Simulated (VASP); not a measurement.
# Nb (P6_3/mmc) in VASP: further runs

Runs on Nb. Level: PBEsol. Tasks: single point.

Program: VASP 6.6.1. These are calculated values, not measurements. Logs are shortened: lines on timing, memory, paths and dates and some standing lists are left out, and cuts for length are marked.

## Step 1: The cell of the first run

The structure is hexagonal, space group P6_3/mmc (No. 194). The conventional cell has a = 2.758 Å, b = 2.758 Å, c = 5.044 Å, α = 90.00°, β = 90.00°, γ = 120.00°. Nb (site symmetry -6m2) has 12 Nb at 2.76 to 2.98 Å within 3.6 Å.

## Step 2: Single point, PBEsol (volume scaled by 0.92)

Contents of INCAR:

```
  PREC = Accurate
  ENCUT = 520
  EDIFF = 1E-6
  ISMEAR = -1
  SIGMA = 0.1
  LREAL = False
  LASPH = True
  NELM = 60
  ALGO = Normal
  ISIF = 2
  LWAVE = False
  LCHARG = False
  GGA = PS
  NBANDS = 20
```

Contents of KPOINTS:

```
Automatic mesh
0
Gamma
  14 14 7
```

Contents of POSCAR:

```
Nb
1.0
    2.7581325906      0.0000000000      0.0000000000
   -1.3790662953      2.3886128905      0.0000000000
    0.0000000000      0.0000000000      5.0435014114
Nb
2
Direct
    0.3333333333      0.6666666667      0.2500000000
    0.6666666667      0.3333333333      0.7500000000
```

Potentials or basis: VASP PAW PBE potentials, release 64 (Nb_sv).

The run is started by

```console
$ cat potpaw_PBE.64/Nb_sv/POTCAR > POTCAR
$ mpirun -np 1 vasp_std > vasp.out
```

OUTCAR:

```text
PREC = Accurate
   ENCUT = 520
   EDIFF = 1E-6
   ISMEAR = -1
   LREAL = False
   LASPH = True
   NELM = 60
   ISIF = 2
   GGA = PS

 ion  position               nearest neighbor table
   1  0.333  0.667  0.250-   2 2.98   2 2.98   2 2.98   2 2.98   2 2.98   2 2.98
   2  0.667  0.333  0.750-   1 2.98   1 2.98   1 2.98   1 2.98   1 2.98   1 2.98

  LATTYP: Found a hexagonal cell.
 ALAT       =     2.7581325906
 C/A-ratio  =     1.8285928054

  Lattice vectors:

 A1 = (   2.7581325906,   0.0000000000,   0.0000000000)
 A2 = (  -1.3790662953,   2.3886128905,   0.0000000000)
 A3 = (   0.0000000000,   0.0000000000,   5.0435014114)

Analysis of symmetry for initial positions (statically):
=====================================================================
 Subroutine PRICEL returns:
 Original cell was already a primitive cell.

 Routine SETGRP: Setting up the symmetry group for a
 hexagonal supercell.

 Subroutine GETGRP returns: Found 24 space group operations
 (whereof 12 operations were pure point group operations)
 out of a pool of 24 trial point group operations.

The static configuration has the point symmetry D_3d.
 The point group associated with its full space group is D_6h.

Analysis of symmetry for dynamics (positions and initial velocities):
=====================================================================
 Subroutine PRICEL returns:
 Original cell was already a primitive cell.

 Routine SETGRP: Setting up the symmetry group for a
 hexagonal supercell.

 Subroutine GETGRP returns: Found 24 space group operations
 (whereof 12 operations were pure point group operations)
 out of a pool of 24 trial point group operations.

The dynamic configuration has the point symmetry D_3d.
 The point group associated with its full space group is D_6h.

 Subroutine INISYM returns: Found 24 space group operations
 (whereof 12 operations are pure point group operations),
 and found     1 'primitive' translations

----------------------------------------------------------------------------------------

                                     Primitive cell

  volume of cell :      33.2271

  direct lattice vectors                    reciprocal lattice vectors
     2.758132591  0.000000000  0.000000000     0.362564151  0.209326510  0.000000000
    -1.379066295  2.388612891  0.000000000     0.000000000  0.418653020  0.000000000
     0.000000000  0.000000000  5.043501411     0.000000000  0.000000000  0.198274952

  length of vectors
     2.758132591  2.758132591  5.043501411     0.418653020  0.418653020  0.198274952

  position of ions in fractional coordinates (direct lattice)
     0.333333333  0.666666667  0.250000000
     0.666666667  0.333333333  0.750000000

  ion indices of the primitive-cell ions
   primitive index   ion index
                 1           1
                 2           2

----------------------------------------------------------------------------------------

 KPOINTS: Automatic mesh

Automatic generation of k-mesh.
 Grid dimensions read from file:
 generate k-points for:   14   14    7

 Generating k-lattice:

  Cartesian coordinates                     Fractional coordinates (reciprocal lattice)
     0.025897439  0.014951894  0.000000000     0.071428571  0.000000000  0.000000000
     0.000000000  0.029903787  0.000000000     0.000000000  0.071428571  0.000000000
     0.000000000  0.000000000  0.028324993     0.000000000  0.000000000  0.142857143

  Length of vectors
     0.029903787  0.029903787  0.028324993

  Shift w.r.t. Gamma in fractional coordinates (k-lattice)
     0.000000000  0.000000000  0.000000000

 Subroutine IBZKPT returns following result:
 ===========================================

 Found     96 irreducible k-points:

 Following reciprocal coordinates:
            Coordinates               Weight
  0.000000  0.000000  0.000000      1.000000
  0.071429  0.000000  0.000000      6.000000
  0.142857  0.000000  0.000000      6.000000
  0.214286  0.000000  0.000000      6.000000
  0.285714  0.000000  0.000000      6.000000
  0.357143  0.000000  0.000000      6.000000
[... 16 lines left out ...]
  0.285714  0.285714  0.000000      6.000000
  0.357143  0.285714  0.000000      6.000000
 [... further k-points ...]
   k-points           NKPTS =     96   k-points in BZ     NKDIM =     96   number of bands    NBANDS=     20
   number of dos      NEDOS =    301   number of ions     NIONS =      2
   total plane-waves  NPLWV =  23040
   dimension x,y,z NGX =    24 NGY =   24 NGZ =   40
   dimension x,y,z NGXF=    48 NGYF=   48 NGZF=   80
   ions per type =               2
   NGX,Y,Z   is equivalent  to a cutoff of  14.47, 14.47, 13.18 a.u.
   NGXF,Y,Z  is equivalent  to a cutoff of  28.93, 28.93, 26.37 a.u.
 SYSTEM =  unknown system
   PREC   = accura    normal or accurate (medium, high low for compatibility)
   ISTART =      0    job   : 0-new  1-cont  2-samecut
   ICHARG =      2    charge: 1-file 2-atom 10-const
   ISPIN  =      1    spin polarized calculation?
   LNONCOLLINEAR =      F non collinear calculations
   LSORBIT =      F    spin-orbit coupling
   LASPH  =      T    aspherical Exc in radial PAW
   ENCUT  =  520.0 eV  38.22 Ry    6.18 a.u.   5.13  5.13  9.38*2*pi/ulx,y,z
   NELM   =     60;   NELMIN=  2; NELMDL= -5     # of ELM steps
   EDIFF  = 0.1E-05   stopping-criterion for ELM
   LREAL  =      F    real-space projection
   EDIFFG = 0.1E-04   stopping-criterion for IOM
   NSW    =      0    number of steps for IOM
   IBRION =     -1    ionic relax: 0-MD 1-quasi-New 2-CG
   NFREE  =      0    steps in history (QN), initial steepest desc. (CG)
   ISIF   =      2    stress and relaxation
   ISYM   =      2    0-nonsym 1-usesym 2-fastsym
   POTIM  = 0.5000    time-step for ionic-motion
   TEBEG  =    0.0;   TEEND  =   0.0 temperature during run
   PSTRESS=    0.0 pullay stress
   NELECT =      26.0000    total number of electrons
   NUPDOWN=      -1.0000    fix difference up-down
   EMIN   =  10.00;   EMAX   =-10.00  energy-range for DOS
   EFERMI =   0.00;   METHOD = LEGACY
   ISMEAR =    -1;   SIGMA  =   0.10  broadening in eV -4-tet -1-fermi 0-gaus
   EFERMI_NEDOS =   21; number of points for ismear=-14 and -15
   IALGO  =     38    algorithm
   IMIX   =      4    mixing-type and parameters
     AMIX     =   0.40;   BMIX     =  1.00
     AMIX_MAG =   1.60;   BMIX_MAG =  1.00
  volume/ion in A,a.u.               =      16.61       112.11
  Fermi-wavevector in a.u.,A,eV,Ry     =   1.508580  2.850802 30.964312  2.275813
  Thomas-Fermi vector in A             =   2.619015
   LORBIT       =      0    0 simple, 1 ext, 2 COOP (PROOUT), +10 PAW based schemes
   GGA     = PS    functional components
   LHFCALC =     F    Hartree Fock is set to
   AEXX    =    0.0000 exact exchange contribution
   IVDW    =     0    specifies the selected vdW correction
   LEPSILON=     F    determine dielectric tensor
   LRPA    =     F    only Hartree local field effects (RPA)
 non-spin polarized calculation
  energy-cutoff  :      520.00
  volume of cell :       33.23
 maximum number of plane-waves:       906
 NGX is ok and might be reduce to    24
   NGX = 11   NGY = 11   NGZ = 19

 number of electron      26.0000000 magnetization

 Free energy of the ion-electron system (eV)
  ---------------------------------------------------
  ext. energy  EPLUGINS =         0.00000000
  ---------------------------------------------------
  free energy    TOTEN  =       -21.19217363 eV

  energy without entropy =      -21.11222230  energy(sigma->0) =      -21.15219797

 E-fermi :  12.6100     XC(G=0): -13.0374

 val. band max:       12.5996499355   @ k =   0.0714   0.0000   0.2857
 cond. band min:      12.6388070389   @ k =   0.4286   0.1429   0.4286
 fundamental gap:      0.0391571034
 Fermi energy:        12.6099777913

 k-point     1 :       0.0000    0.0000    0.0000
  band No.  band energies     occupation
      1     -41.9650      2.00000
      2     -41.7624      2.00000
      3     -18.6819      2.00000
      4     -17.3229      2.00000
      5     -17.0371      2.00000
      6     -17.0371      2.00000
[... 12 lines left out ...]
     19      17.4811      0.00000
     20      17.4811      0.00000

 k-point     2 :       0.0714    0.0000    0.0000
  band No.  band energies     occupation
      1     -41.9475      2.00000
      2     -41.7491      2.00000
      3     -18.6530      2.00000
      4     -17.3235      2.00000
      5     -17.1356      2.00000
      6     -17.0628      2.00000
[... 12 lines left out ...]
     19      17.5547      0.00000
     20      18.0574      0.00000

 k-point     3 :       0.1429    0.0000    0.0000
  band No.  band energies     occupation
      1     -41.8978      2.00000
      2     -41.7120      2.00000
      3     -18.5695      2.00000
      4     -17.4078      2.00000
      5     -17.3271      2.00000
      6     -17.2889      2.00000
[... 12 lines left out ...]
     19      17.6868      0.00000
     20      19.2388      0.00000

 k-point     4 :       0.2143    0.0000    0.0000
  band No.  band energies     occupation
      1     -41.8241      2.00000
      2     -41.6589      2.00000
      3     -18.4412      2.00000
      4     -17.7921      2.00000
      5     -17.6626      2.00000
      6     -17.3388      2.00000
[... 12 lines left out ...]
     19      17.7719      0.00000
     20      20.5508      0.00000

 k-point     5 :       0.2857    0.0000    0.0000
  band No.  band energies     occupation
      1     -41.7392      2.00000
      2     -41.6009      2.00000
      3     -18.2840      2.00000
      4     -18.2059      2.00000
      5     -18.0582      2.00000
      6     -17.3649      2.00000
[... 12 lines left out ...]
     19      17.7894      0.00000
     20      21.7843      0.00000
[... 353 lines left out ...]
      6     -17.8262      2.00000
[... 12 lines left out ...]
     19      20.5359      0.00000
     20      23.7169      0.00000

 k-point    22 :       0.3571    0.2143    0.0000
  band No.  band energies     occupation
      1     -41.5391      2.00000
      2     -41.4972      2.00000
      3     -18.6505      2.00000
      4     -18.4831      2.00000
      5     -17.9514      2.00000
      6     -17.8225      2.00000
[... 12 lines left out ...]
     19      21.3330      0.00000
     20      22.6723      0.00000

 k-point    23 :       0.2857    0.2857    0.0000
  band No.  band energies     occupation
      1     -41.5334      2.00000
      2     -41.4957      2.00000
      3     -18.5378      2.00000
      4     -18.4150      2.00000
      5     -18.0548      2.00000
      6     -17.8992      2.00000
[... 12 lines left out ...]
     19      21.4481      0.00000
     20      22.5088      0.00000

 k-point    24 :       0.3571    0.2857    0.0000
  band No.  band energies     occupation
      1     -41.5126      2.00000
      2     -41.4961      2.00000
      3     -18.5035      2.00000
      4     -18.3366      2.00000
      5     -18.1980      2.00000
      6     -18.0132      2.00000
[... 12 lines left out ...]
     19      21.7279      0.00000
     20      22.2581      0.00000

 [... further k-points ...]
[... 5 lines left out ...]
  --------------------------------------------------------------------------------------
  -------------------------------------------------------------------------------------
  Total        3.4223470      3.4223470      3.2987738     -0.0000000      0.0000000      0.0000000
  in kB      165.0218918    165.0218918    159.0633241     -0.0000000      0.0000000      0.0000000
  external PRESSURE =     163.0357025 kB  Pullay stress =       0.0000000 kB

 VOLUME and BASIS-vectors are now :
 -----------------------------------------------------------------------------
  energy-cutoff  :      520.00
  volume of cell :       33.23
      direct lattice vectors                 reciprocal lattice vectors
     2.758132591  0.000000000  0.000000000     0.362564151  0.209326510  0.000000000
    -1.379066295  2.388612891  0.000000000     0.000000000  0.418653020  0.000000000
     0.000000000  0.000000000  5.043501411     0.000000000  0.000000000  0.198274952

 POSITION                                       TOTAL-FORCE (eV/Angst)
 -----------------------------------------------------------------------------------
     -0.00000      1.59241      1.26088        -0.000000      0.000000      0.000000
      1.37907      0.79620      3.78263         0.000000     -0.000000      0.000000
 -----------------------------------------------------------------------------------
    total drift:                               -0.000000      0.000000     -0.000000

  FREE ENERGIE OF THE ION-ELECTRON SYSTEM (eV)
  ---------------------------------------------------
  free  energy   TOTEN  =       -21.1921736321 eV

  energy  without entropy=      -21.1122223018  energy(sigma->0) =      -21.15219797
```

It took 39 s on 1 thread of Intel Xeon 6975P-C, shared host; peak memory 0.19 GiB.

What came out:

```
Free energy            : -21.1922 eV
Pressure               : 16.3 GPa
Band gap on the k mesh : zero (band 13 reaches 14.51 eV, above the bottom of band 14 at 11.83 eV)
```

Stress tensor (GPa, compression positive):
```
16.50  0.00  0.00
 0.00 16.50  0.00
 0.00  0.00 15.91
```

Caveat: the cell differs from its parent crystal (volume scaled by 0.92); the PAW data sets were made with another functional, which shifts forces and pressure a little.

## Step 3: Single point, PBEsol (volume scaled by 0.96)

Contents of INCAR:

```
SYSTEM = Nb
PREC     = Accurate       ! precision mode
ENCUT    = 520            ! plane-wave cutoff, eV
EDIFF    = 1E-6           ! SCF threshold, eV
ISMEAR   = -1             ! smearing method
SIGMA    = 0.1            ! smearing width, eV
LREAL    = .FALSE.        ! projectors in reciprocal space
LASPH    = .TRUE.         ! aspherical terms in the spheres
NELM     = 60             ! most SCF steps
ALGO     = Normal         ! electronic algorithm
ISIF     = 2              ! what is computed and relaxed
LWAVE    = .FALSE.        ! write WAVECAR
LCHARG   = .FALSE.        ! write CHGCAR
GGA      = PS             ! functional
NBANDS   = 20             ! bands
```

Contents of KPOINTS:

```
Automatic mesh
0
G
  14 14 7
  0 0 0
```

Contents of POSCAR:

```
Nb
1.0
    2.7975398089      0.0000000000      0.0000000000
   -1.3987699044      2.4227405426      0.0000000000
    0.0000000000      0.0000000000      5.1155611672
Nb
2
Direct
    0.3333333333      0.6666666667      0.2500000000
    0.6666666667      0.3333333333      0.7500000000
```

Potentials or basis: VASP PAW PBE potentials, release 64 (Nb_sv).

The run is started by

```console
$ cat potpaw_PBE.64/Nb_sv/POTCAR > POTCAR
$ mpirun -np 1 vasp_std > vasp.out
```

Wall time 36 s (1 thread of Intel Xeon 6975P-C, shared host); peak memory 0.19 GiB.

It converged, with:

| Property | Result |
| --- | --- |
| Free energy | -21.2978 eV |
| Pressure | 7.1 GPa |
| Band gap on the k mesh | zero (band 13 reaches 13.74 eV, above the bottom of band 14 at 11.26 eV) |

Levels at points of the mesh, in eV from the Fermi level:
```csv
k point,band 9,band 10,band 11,band 12,band 13,band 14,band 15,band 16,band 17,band 18
"(0.00, 0.00, 0.00)",-6.40,-4.13,-1.13,0.29,0.29,0.65,0.78,0.78,2.77,2.77
"(0.50, 0.00, 0.00)",-4.00,-3.62,-3.55,-0.62,0.41,0.42,0.71,4.86,6.03,6.27
```

Caveat: the cell differs from its parent crystal (volume scaled by 0.96); the PAW data sets were made with another functional, which shifts forces and pressure a little.

## Step 4: Single point, PBEsol

This run uses another cell than the first one, of 18.06 Å³/atom, 1.087 times its volume.

Contents of INCAR:

```
PREC = Accurate
ENCUT = 520
EDIFF = 1E-6
ISMEAR = -1
SIGMA = 0.1
LREAL = False
LASPH = True
NELM = 80
ALGO = Normal
ISIF = 2
LWAVE = False
LCHARG = False
GGA = PS
NBANDS = 20
```

Contents of KPOINTS:

```
Automatic mesh
0
Gamma
  14 14 7
```

Contents of POSCAR:

```
Nb
1.0
    2.8358670347      0.0000000000      0.0000000000
   -1.4179335174      2.4559328938      0.0000000000
    0.0000000000      0.0000000000      5.1856460566
Nb
2
Direct
    0.3333333333      0.6666666667      0.2500000000
    0.6666666667      0.3333333333      0.7500000000
```

The run is started by

```console
$ cat potpaw_PBE.64/Nb_sv/POTCAR > POTCAR
$ mpirun -np 1 vasp_std > vasp.out
```

It took 40 s on 1 thread of Intel Xeon 6975P-C, shared host; peak memory 0.19 GiB.

It converged, with:

```
Free energy            : -21.3281 eV
Pressure               : -0.4 GPa
Band gap on the k mesh : zero (band 13 reaches 13.03 eV, above the bottom of band 14 at 10.73 eV)
```

Stress tensor (GPa, compression positive):
```
-0.59  0.00  0.00
 0.00 -0.59  0.00
 0.00  0.00 -0.07
```

Levels at points of the mesh, in eV from the Fermi level:
```
           k point  band 11  band 12  band 13  band 14  band 15  band 16
(0.00, 0.00, 0.00)    -1.04     0.31     0.31     0.52     0.77     0.77
(0.50, 0.00, 0.00)    -3.41    -0.57     0.33     0.39     0.73     4.63
```

Caveat: the PAW data sets were made with another functional, which shifts forces and pressure a little.

## Step 5: Single point, PBEsol (volume scaled by 1.04)

Contents of INCAR:

```
  PREC = Accurate
  ENCUT = 520
  EDIFF = 1E-7
  ISMEAR = -1
  SIGMA = 0.1
  LREAL = F
  LASPH = T
  NELM = 60
  ALGO = Normal
  ISIF = 2
  LWAVE = F
  LCHARG = F
  GGA = PS
  NBANDS = 20
```

Contents of KPOINTS:

```
regular mesh
0
Gamma
  14 14 7
```

Contents of POSCAR:

```
Nb
1.0
    2.8731853542      0.0000000000      0.0000000000
   -1.4365926771      2.4882515065      0.0000000000
    0.0000000000      0.0000000000      5.2538860672
Nb
2
Direct
    0.3333333333      0.6666666667      0.2500000000
    0.6666666667      0.3333333333      0.7500000000
```

The run is started by

```console
$ cat potpaw_PBE.64/Nb_sv/POTCAR > POTCAR
$ mpirun -np 1 vasp_std > vasp.out
```

Run time: 50 s. Hardware: 1 thread of Intel Xeon 6975P-C, shared host; peak memory 0.2 GiB.

Results (log left out):

```
Free energy            : -21.2963 eV
Pressure               : -6.7 GPa
Band gap on the k mesh : zero (band 13 reaches 12.37 eV, above the bottom of band 14 at 10.23 eV)
```

Stress tensor (GPa, compression positive):
```
-7.01  0.00  0.00
 0.00 -7.01  0.00
 0.00  0.00 -6.03
```

Levels at points of the mesh, in eV from the Fermi level:
```
           k point  band 11  band 12  band 13  band 14  band 15  band 16
(0.00, 0.00, 0.00)    -0.96     0.33     0.33     0.41     0.76     0.76
(0.50, 0.00, 0.00)    -3.22    -0.53     0.26     0.37     0.73     4.41
```

Caveat: the cell differs from its parent crystal (volume scaled by 1.04); the PAW data sets were made with another functional, which shifts forces and pressure a little.

## Step 6: Overview

```tsv
cell	gap on the mesh (eV)	pressure (GPa)
a = 2.758, b = 2.758, c = 5.044 Å, angles 90.0, 90.0, 120.0°, 2 atoms	none	16.3
a = 2.798, b = 2.798, c = 5.116 Å, angles 90.0, 90.0, 120.0°, 2 atoms	none	7.1
a = 2.836, b = 2.836, c = 5.186 Å, angles 90.0, 90.0, 120.0°, 2 atoms	none	-0.4
a = 2.873, b = 2.873, c = 5.254 Å, angles 90.0, 90.0, 120.0°, 2 atoms	none	-6.7
```

Alike in all rows: task single point; level PBEsol; potentials or basis VASP PAW PBE potentials, release 64 (Nb_sv); no spin polarisation; k mesh 14 × 14 × 7; cutoff (eV) 520; smearing fermi-dirac 0.1 eV.

Caveats: the PAW data sets were made with another functional, which shifts forces and pressure a little.

Total energies depend on the potentials used, so only differences within one code and one set of settings carry meaning.
